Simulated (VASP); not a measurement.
# Ti19Al5 in VASP: notebook

Ti19Al5 is run at these levels: PBE; tasks: single point.

Program: VASP 6.6.1. These are calculated values, not measurements. Logs are shortened: lines on timing, memory, paths and dates and some standing lists are left out, and cuts for length are marked.

## 1. The cell of the first run

The cell holds a disordered packing, 24 atoms: a = 7.771 Å, b = 7.671 Å, c = 7.440 Å, α = 89.57°, β = 86.51°, γ = 91.90°.

## 2. Single point, PBE

Input file INCAR:

```
ALGO = Normal ; EDIFF = 1E-6
ENCUT = 400 ; GGA = PE
GGA_COMPAT = False ; ISIF = 2
ISMEAR = -1 ; ISYM = -1
LASPH = True ; LCHARG = False
LREAL = Auto ; LWAVE = False
NBANDS = 140 ; NELM = 120
PREC = Accurate ; SIGMA = 0.0862
```

Input file KPOINTS:

```
explicit points
1
Reciprocal
  0.25000000   0.25000000   0.25000000 1
```

Input file POSCAR:

```
Ti19Al5
1.0
    7.7665530000     -0.1286440000      0.2320170000
   -0.1286440000      7.6697090000      0.0303640000
    0.2320170000      0.0303640000      7.4366650000
Ti Al
19 5
Direct
    0.8609499733      0.3946710962      0.2486691517
    0.4311650727      0.1079684732      0.4318610585
    0.7370123548      0.9139353395      0.8545355844
    0.4004293455      0.2464566254      0.7535975031
    0.1023570397      0.7937345325      0.2026653710
    0.1168904371      0.1688505974      0.2845905324
    0.5439539212      0.2891280140      0.0869015022
    0.2108797171      0.4094440384      0.0318727497
    0.8889822386      0.2953644713      0.8841946707
    0.8566282018      0.7569878305      0.4697570102
    0.2609392873      0.7820460358      0.5416530936
    0.5535740926      0.8686219805      0.6154052337
    0.0999173116      1.0506777174      0.9628315524
    0.4841622757      0.8147159558      0.2456946879
    0.8056451657      0.0030025252      0.1878844155
    0.0734555693      0.4316142821      0.5633208600
    0.7381390191      0.1742006488      0.5669500738
    0.3934660532      0.6050967371      0.8665576612
    0.7669176998      0.6279806193      0.0772873395
    0.5090748943      0.4748309264      0.4322355793
    1.0365242972      0.6803205260      0.8458098475
    0.0329075763      0.0492737020      0.6266106832
    0.7025635054      0.5230603282      0.7247092775
    0.4228001424      0.9705182228      0.9591738184
```

Potentials or basis: VASP PAW PBE potentials, release 64 (Ti_sv, Al).

Run with:

```bash
> cat potpaw_PBE.64/Ti_sv/POTCAR potpaw_PBE.64/Al/POTCAR > POTCAR
> mpirun -np 1 vasp_std > vasp.out
```

OUTCAR:

```text
EDIFF = 1E-6
   ENCUT = 400
   GGA = PE
   ISIF = 2
   ISMEAR = -1
   ISYM = -1
   LASPH = True
   LREAL = Auto
   NELM = 120
   PREC = Accurate

 ion  position               nearest neighbor table
   1  0.861  0.395  0.249-  19 2.35   6 2.70   9 2.82   7 2.90  20 3.06
   2  0.431  0.108  0.432-  12 2.53   4 2.63  17 2.68  14 2.68   6 2.79  20 2.86  11 2.88
   3  0.737  0.914  0.855-  12 2.37  24 2.57  15 2.66  19 2.76  17 2.91  22 2.93  21 2.98
   4  0.400  0.246  0.754-  24 2.62   2 2.63   8 2.79   7 2.80  18 2.88  20 3.02  23 3.11
   5  0.102  0.794  0.203-  13 2.65  10 2.68  15 2.86  21 2.87  11 2.88
   6  0.117  0.169  0.285-  13 2.58   8 2.68   1 2.70  22 2.73   2 2.79  15 2.83  16 2.92
   7  0.544  0.289  0.087-  24 2.78   4 2.80   8 2.83   1 2.90  20 2.95
   8  0.211  0.409  0.032-  18 2.32   6 2.68   4 2.79   7 2.83   9 2.90  21 2.91  13 2.92
   9  0.889  0.295  0.884-  13 2.62  23 2.63   1 2.82  17 2.85  16 2.88  22 2.90   8 2.90  21 3.14

  10  0.857  0.757  0.470-   5 2.68  12 2.70  23 2.79  15 2.86  22 2.88
  11  0.261  0.782  0.542-  12 2.44  14 2.72  22 2.80  21 2.86   5 2.88   2 2.88
  12  0.554  0.869  0.615-   3 2.37  11 2.44   2 2.53  10 2.70  17 2.72  24 2.82  14 2.87  23 3.05

  13  0.100  0.051  0.963-   6 2.58  22 2.59  24 2.60   9 2.62   5 2.65  15 2.76   8 2.92  21 3.01

  14  0.484  0.815  0.246-  24 2.51   2 2.68  11 2.72  15 2.85  12 2.87  19 2.89  20 2.96
  15  0.806  0.003  0.188-   3 2.66  13 2.76   6 2.83  14 2.85   5 2.86  10 2.86
  16  0.073  0.432  0.563-  21 2.86   9 2.88   6 2.92  22 2.97
  17  0.738  0.174  0.567-  22 2.57   2 2.68  12 2.72   9 2.85   3 2.91  23 2.94
  18  0.393  0.605  0.867-   8 2.32  23 2.66  21 2.86   4 2.88  24 2.90
  19  0.767  0.628  0.077-   1 2.35  21 2.65   3 2.76  23 2.82  14 2.89
  20  0.509  0.475  0.432-  23 2.74   2 2.86   7 2.95  14 2.96   4 3.02   1 3.06
  21  0.037  0.680  0.846-  19 2.65  16 2.86  11 2.86  18 2.86   5 2.87   8 2.91   3 2.98  13 3.01
                            23 3.02   9 3.14  22 3.26
  22  0.033  0.049  0.627-  17 2.57  13 2.59   6 2.73  11 2.80  10 2.88   9 2.90   3 2.93  16 2.97
                            21 3.26
  23  0.703  0.523  0.725-   9 2.63  18 2.66  20 2.74  10 2.79  19 2.82  17 2.94  21 3.02  12 3.05
                             4 3.11
  24  0.423  0.971  0.959-  14 2.51   3 2.57  13 2.60   4 2.62   7 2.78  12 2.82  18 2.90

IMPORTANT INFORMATION: All symmetrisations will be switched off!
NOSYMM: (Re-)initialisation of all symmetry stuff for point group C_1.

----------------------------------------------------------------------------------------

                                     Primitive cell

  volume of cell :     442.4364

  direct lattice vectors                    reciprocal lattice vectors
     7.766553000 -0.128644000  0.232017000     0.128913747  0.002178228 -0.004030882
    -0.128644000  7.669709000  0.030364000     0.002178228  0.130421956 -0.000600473
     0.232017000  0.030364000  7.436665000    -0.004030882 -0.000600473  0.134597090

  length of vectors
     7.771082722  7.670847893  7.440345434     0.128995143  0.130441526  0.134658773

  position of ions in fractional coordinates (direct lattice)
     0.860949973  0.394671096  0.248669152
     0.431165073  0.107968473  0.431861058
     0.737012355  0.913935340  0.854535584
     0.400429346  0.246456625  0.753597503
     0.102357040  0.793734532  0.202665371
     0.116890437  0.168850597  0.284590532
[... 16 lines left out ...]
     0.702563505  0.523060328  0.724709277
     0.422800142  0.970518223  0.959173818

  ion indices of the primitive-cell ions
   primitive index   ion index
                 1           1
                 2           2
                 3           3
                 4           4
                 5           5
                 6           6
[... 16 lines left out ...]
                23          23
                24          24

----------------------------------------------------------------------------------------

 KPOINTS: explicit points

Read explicit list of k-points.

 Found      1 k-points:

 Following reciprocal coordinates:
            Coordinates               Weight
  0.250000  0.250000  0.250000      1.000000
   k-points           NKPTS =      1   k-points in BZ     NKDIM =      1   number of bands    NBANDS=    140
   number of dos      NEDOS =    301   number of ions     NIONS =     24
   total plane-waves  NPLWV = 135000
   dimension x,y,z NGX =    54 NGY =   50 NGZ =   50
   dimension x,y,z NGXF=   108 NGYF=  100 NGZF=  100
   ions per type =              19   5
   NGX,Y,Z   is equivalent  to a cutoff of  11.55, 10.84, 11.17 a.u.
   NGXF,Y,Z  is equivalent  to a cutoff of  23.10, 21.67, 22.34 a.u.
 SYSTEM =  unknown system
   PREC   = accura    normal or accurate (medium, high low for compatibility)
   ISTART =      0    job   : 0-new  1-cont  2-samecut
   ICHARG =      2    charge: 1-file 2-atom 10-const
   ISPIN  =      1    spin polarized calculation?
   LNONCOLLINEAR =      F non collinear calculations
   LSORBIT =      F    spin-orbit coupling
   LASPH  =      T    aspherical Exc in radial PAW
   ENCUT  =  400.0 eV  29.40 Ry    5.42 a.u.  12.67 12.51 12.13*2*pi/ulx,y,z
   NELM   =    120;   NELMIN=  2; NELMDL= -5     # of ELM steps
   EDIFF  = 0.1E-05   stopping-criterion for ELM
   LREAL  =      T    real-space projection
   EDIFFG = 0.1E-04   stopping-criterion for IOM
   NSW    =      0    number of steps for IOM
   IBRION =     -1    ionic relax: 0-MD 1-quasi-New 2-CG
   NFREE  =      0    steps in history (QN), initial steepest desc. (CG)
   ISIF   =      2    stress and relaxation
   ISYM   =     -1    0-nonsym 1-usesym 2-fastsym
   POTIM  = 0.5000    time-step for ionic-motion
   TEBEG  =    0.0;   TEEND  =   0.0 temperature during run
   PSTRESS=    0.0 pullay stress
   NELECT =     243.0000    total number of electrons
   NUPDOWN=      -1.0000    fix difference up-down
   EMIN   =  10.00;   EMAX   =-10.00  energy-range for DOS
   EFERMI =   0.00;   METHOD = LEGACY
   ISMEAR =    -1;   SIGMA  =   0.09  broadening in eV -4-tet -1-fermi 0-gaus
   EFERMI_NEDOS =   21; number of points for ismear=-14 and -15
   IALGO  =     38    algorithm
   IMIX   =      4    mixing-type and parameters
     AMIX     =   0.40;   BMIX     =  1.00
     AMIX_MAG =   1.60;   BMIX_MAG =  1.00
  volume/ion in A,a.u.               =      18.43       124.40
  Fermi-wavevector in a.u.,A,eV,Ry     =   1.340685  2.533527 24.455592  1.797435
  Thomas-Fermi vector in A             =   2.468978
   LORBIT       =      0    0 simple, 1 ext, 2 COOP (PROOUT), +10 PAW based schemes
   GGA     = PE    functional components
   LHFCALC =     F    Hartree Fock is set to
   AEXX    =    0.0000 exact exchange contribution
   IVDW    =     0    specifies the selected vdW correction
   LEPSILON=     F    determine dielectric tensor
   LRPA    =     F    only Hartree local field effects (RPA)
 non-spin polarized calculation
  energy-cutoff  :      400.00
  volume of cell :      442.44
 maximum number of plane-waves:      8025
 NGX is ok and might be reduce to    50
   NGX = 25   NGY = 25   NGZ = 25

 number of electron     243.0000003 magnetization

 Free energy of the ion-electron system (eV)
  ---------------------------------------------------
  ext. energy  EPLUGINS =         0.00000000
  ---------------------------------------------------
  free energy    TOTEN  =      -163.42215138 eV

  energy without entropy =     -162.55470646  energy(sigma->0) =     -162.98842892

 E-fermi :   7.2963     XC(G=0): -10.8520

 val. band max:        7.2270867489   @ k =   0.2500   0.2500   0.2500
 cond. band min:       7.3032241121   @ k =   0.2500   0.2500   0.2500
 fundamental gap:      0.0761373632
 Fermi energy:         7.2962818193

 k-point     1 :       0.2500    0.2500    0.2500
  band No.  band energies     occupation
      1     -49.7983      2.00000
      2     -49.6263      2.00000
      3     -49.5452      2.00000
      4     -49.4900      2.00000
      5     -49.4289      2.00000
      6     -49.4172      2.00000
[... 125 lines left out ...]
    132       7.9451      0.00108
    133       7.9841      0.00068
 [bands above 133 left out]

------------------------ aborting loop because EDIFF is reached ----------------------------------------

  FORCE on cell =-STRESS in cart. coord.  units (eV):
  Direction    XX          YY          ZZ          XY          YZ          ZX
  --------------------------------------------------------------------------------------
  -------------------------------------------------------------------------------------
  Total       -8.7461567    -17.2609921     -1.9406249     -5.3123247     -7.7603415      2.4016406
  in kB      -31.6721089    -62.5065435     -7.0275078    -19.2373099    -28.1022157      8.6969653
  external PRESSURE =     -33.7353867 kB  Pullay stress =       0.0000000 kB

 VOLUME and BASIS-vectors are now :
 -----------------------------------------------------------------------------
  energy-cutoff  :      400.00
  volume of cell :      442.44
      direct lattice vectors                 reciprocal lattice vectors
     7.766553000 -0.128644000  0.232017000     0.128913747  0.002178228 -0.004030882
    -0.128644000  7.669709000  0.030364000     0.002178228  0.130421956 -0.000600473
     0.232017000  0.030364000  7.436665000    -0.004030882 -0.000600473  0.134597090

 POSITION                                       TOTAL-FORCE (eV/Angst)
 -----------------------------------------------------------------------------------
      6.69354      2.92381      2.06101         0.117389     -0.328526      0.767608
      3.43498      0.78573      3.31492        -0.860699      0.754673     -1.379919
      5.80474      6.94075      6.55364         1.444581      0.141549     -0.049662
      3.25310      1.86162      5.70464        -0.065374      0.288213     -0.785513
      0.73987      6.08070      1.55500         0.608630     -0.500144      0.541085
      0.95214      1.28864      2.14865         0.226303     -0.698508      0.735356
[... 16 lines left out ...]
      5.55735      3.94334      5.56831         0.385828     -0.006006     -0.219915
      3.38139      7.41833      7.26062        -0.607333     -0.116098     -0.165603
 -----------------------------------------------------------------------------------
    total drift:                                0.001240     -0.002760     -0.000656

  FREE ENERGIE OF THE ION-ELECTRON SYSTEM (eV)
  ---------------------------------------------------
  free  energy   TOTEN  =      -163.4221513789 eV

  energy  without entropy=     -162.5547064627  energy(sigma->0) =     -162.98842892
```

Run time: 2.5 min. Hardware: 1 thread of AMD EPYC 7R13 (Zen 3), shared host; peak memory 0.32 GiB.

Results:

- Free energy: -163.4222 eV
- Pressure: -3.4 GPa
- Largest force: 1.793 eV/Å
- Band gap on the k mesh: zero (an odd number of electrons rules out a gap without spin polarisation)

Forces on the atoms (eV/Å):
```
Ti   0.117 -0.329  0.768
Ti  -0.861  0.755 -1.380
Ti   1.445  0.142 -0.050
Ti  -0.065  0.288 -0.786
Ti   0.609 -0.500  0.541
Ti   0.226 -0.699  0.735
Ti   0.559 -0.239 -0.195
Ti  -0.587  0.633  0.710
Ti   0.157 -0.447  0.704
Ti   0.898 -0.381 -0.464
Ti  -0.907 -0.356  0.286
Ti  -0.013 -1.031 -0.331
Ti  -0.021 -0.408 -0.338
Ti   0.349 -1.182  0.268
Ti  -0.947  0.626  0.753
Ti   0.294  0.016 -0.156
Ti  -0.412  1.322 -0.671
Ti  -0.394  0.916  0.101
Ti  -0.836  0.469  1.285
Al  -0.418  0.510 -0.012
Al   0.320 -0.028 -0.772
Al   0.710  0.045 -0.610
Al   0.386 -0.006 -0.220
Al  -0.607 -0.116 -0.166
```

Stress tensor (GPa, compression positive):
```
-3.17 -1.92  0.87
-1.92 -6.25 -2.81
 0.87 -2.81 -0.70
```

Levels at points of the mesh, in eV from the Fermi level:
```
           k point  band 117  band 118  band 119  band 120  band 121  band 122  band 123  band 124  band 125  band 126
(0.25, 0.25, 0.25)     -0.27     -0.20     -0.18     -0.10     -0.07      0.01      0.07      0.10      0.16      0.19
```

Caveat: the atoms stand as in a frame of molecular dynamics.

## 3. Single point, PBE

Input file INCAR:

```
  PREC = Accurate
  ENCUT = 400
  EDIFF = 1E-6
  ISMEAR = -1
  SIGMA = 0.05
  LREAL = Auto
  LASPH = True
  NELM = 120
  ALGO = Normal
  ISIF = 2
  LWAVE = False
  LCHARG = False
  GGA = PE
  ISYM = -1
  NBANDS = 140
  GGA_COMPAT = False
```

KPOINTS is that of step 2.

Input file POSCAR:

```
Ti19Al5
1.0
    7.7665530000     -0.1286440000      0.2320170000
   -0.1286440000      7.6697090000      0.0303640000
    0.2320170000      0.0303640000      7.4366650000
Ti Al
19 5
Direct
    0.8685421782      0.4106080769      0.2577156220
    0.4231166470      0.1245813073      0.4238257281
    0.7597134924      0.9031315199      0.8580765530
    0.4036581781      0.2456653855      0.7483923313
    0.1002964624      0.7829286341      0.2112615898
    0.1158057120      0.1508149271      0.3014789239
    0.5512243699      0.2895753733      0.0918805552
    0.2164469135      0.4146539685      0.0437136920
    0.8900056236      0.2806155931      0.8839725809
    0.8688132463      0.7694761261      0.4656053734
    0.2560047688      0.7792464997      0.5502432207
    0.5529488064      0.8478532104      0.6162609533
    0.0955568952      0.0301207739      0.9514309961
    0.4715043363      0.8031826652      0.2450562369
    0.7994992907      0.0148115683      0.1818392834
    0.0675191359      0.4227306247      0.5514113679
    0.7339972391      0.1904695754      0.5605033633
    0.3871663199      0.6142856413      0.8675244431
    0.7500142873      0.6232553208      0.1040671337
    0.4994276431      0.4950194542      0.4096037035
    0.0326709098      0.6714783865      0.8471246216
    0.0421148643      0.0589534852      0.6217806734
    0.7144421490      0.5263629630      0.7267468403
    0.4253266285      0.9766940865      0.9619382683
```

Potentials or basis: VASP PAW PBE potentials, release 64 (Ti_sv, Al).

Run with:

```bash
> cat potpaw_PBE.64/Ti_sv/POTCAR potpaw_PBE.64/Al/POTCAR > POTCAR
> mpirun -np 1 vasp_std > vasp.out
```

Wall time 2.4 min (1 thread of AMD EPYC 7R13 (Zen 3), shared host); peak memory 0.32 GiB.

Results (log left out):

- Free energy: -164.1915 eV
- Pressure: -4.5 GPa
- Largest force: 1.591 eV/Å
- Band gap on the k mesh: zero (an odd number of electrons rules out a gap without spin polarisation)

Forces in eV/Å, atoms in the order of the input:
```
Ti   0.035 -0.700  0.525
Ti   0.034 -0.334 -0.683
Ti   0.123  0.234 -0.334
Ti  -0.387  0.589 -0.444
Ti   0.535 -0.656  0.091
Ti  -0.298  0.277 -1.538
Ti   0.472 -0.274 -0.529
Ti  -0.335 -0.229  0.670
Ti  -0.009  0.117  0.719
Ti   0.188 -0.199  0.234
Ti  -0.693 -0.231 -0.099
Ti   0.240 -0.339 -0.811
Ti   0.427 -0.374  0.720
Ti   0.115  0.127  0.207
Ti  -0.760  0.260  1.084
Ti   0.295  0.155  0.239
Ti   0.251  0.585 -0.522
Ti  -0.103  0.783  0.330
Ti  -0.140  0.961  0.043
Al  -0.179 -0.327  0.745
Al  -0.079 -0.467 -0.261
Al  -0.075  0.077  0.005
Al   0.064  0.111 -0.173
Al   0.282 -0.147 -0.219
```

Stress tensor (GPa, compression positive):
```
-5.47 -1.95  0.91
-1.95 -6.65 -3.53
 0.91 -3.53 -1.36
```

Levels at points of the mesh, in eV from the Fermi level:
| k point | band 118 | band 119 | band 120 | band 121 | band 122 | band 123 | band 124 | band 125 | band 126 | band 127 |
| --- | --- | --- | --- | --- | --- | --- | --- | --- | --- | --- |
| (0.25, 0.25, 0.25) | -0.24 | -0.20 | -0.10 | -0.05 | -0.01 | 0.06 | 0.10 | 0.19 | 0.23 | 0.33 |

Caveat: the atoms stand as in a frame of molecular dynamics.
